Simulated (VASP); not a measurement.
**Ga: single point with PBE**

Ga, a slab with vacuum:

```
Ga
1.0
     2.80800    0.00000    0.00000
    -1.40400    2.63432    0.00000
     0.00000    0.00000   27.50382
Ga
5
Cartesian
  0.0000 1.4966 9.0000
  1.4040 0.3588 11.3760
  1.4040 2.0641 13.9016
  0.0000 0.9772 16.4278
  0.0000 2.2731 18.9409
```

```yaml
Program: VASP 6.6.1
Task: single point
Functional: PBE
Potentials_or_basis: VASP PAW PBE potentials, release 64 (Ga_d)
Cutoff: 520 eV
k_mesh: 10 × 10 × 1
Occupations: gaussian, width 0.1 eV
Spin: no spin polarisation
```

- Largest force: 0.252 eV/Å

Forces on the atoms (eV/Å):
```
Ga   0.000 -0.021 -0.251
Ga   0.000  0.006  0.240
Ga   0.000  0.007  0.007
Ga   0.000 -0.006 -0.025
Ga   0.000  0.013  0.029
```

Levels at points of the mesh, in eV from the Fermi level:
```tsv
k point	band 30	band 31	band 32	band 33	band 34	band 35
(0.00, 0.00, 0.00)	-6.32	-3.31	-1.24	1.26	3.22	4.03
(0.50, 0.00, 0.00)	-3.14	-2.79	-1.65	-1.57	-0.39	-0.11
(0.00, 0.50, 0.00)	-3.98	-3.38	-2.38	-2.12	-0.98	-0.72
```

It took 6.7 min on 1 thread of Intel Xeon 6975P-C, on a shared host, peak memory 0.44 GiB.
